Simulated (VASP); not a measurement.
Runs of VASP 6.6.1 on ZrC. The structure is that of space group Fm-3m (No. 225), or close to it. The cells are those of the table. 

| task | cell | cutoff (eV) | gap on the mesh (eV) | pressure (GPa) |
| --- | --- | --- | --- | --- |
| single point | a = 3.148 Å, angles 60.0°, 2 atoms | 520 | none | 45.5 |
| relaxation of cell and atoms | relaxed to 30 GPa from a = 3.345 Å, angles 60.0°, 2 atoms | 600 | none | 30.0 |
| single point | a = 3.240 Å, angles 60.0°, 2 atoms | 520 | none | (a) |
| single point | a = 3.189 Å, angles 60.0°, 2 atoms | 520 | none | 30.5 |
| relaxation of cell and atoms | relaxed from a = 3.345 Å, angles 60.0°, 2 atoms | 600 | none | -0.2 |
| relaxation of cell and atoms | relaxed to 15 GPa from a = 3.345 Å, angles 60.0°, 2 atoms | 600 | none | 15.2 |
| single point | a = 3.302 Å, angles 60.0°, 2 atoms | 520 | none | 0.4 |
| relaxation of cell and atoms | relaxed to 45 GPa from a = 3.345 Å, angles 60.0°, 2 atoms | 600 | none | 45.1 |

Alike in all rows: level PBEsol; potentials or basis VASP PAW PBE potentials, release 64 (Zr_sv, C); no spin polarisation; k mesh 8 × 8 × 8; smearing methfessel-paxton 0.05 eV.

Fill in the values left out.

(a) 15.4.

Caveats: the PAW data sets were made with another functional, which shifts forces and pressure a little; the cell is relaxed towards a set pressure, so the enthalpy falls and the energy may rise (some runs).

A k mesh can miss the band edges, and the runs leave out spin-orbit coupling on Zr.

A gap of «none» marks levels without a gap at the run's occupations.
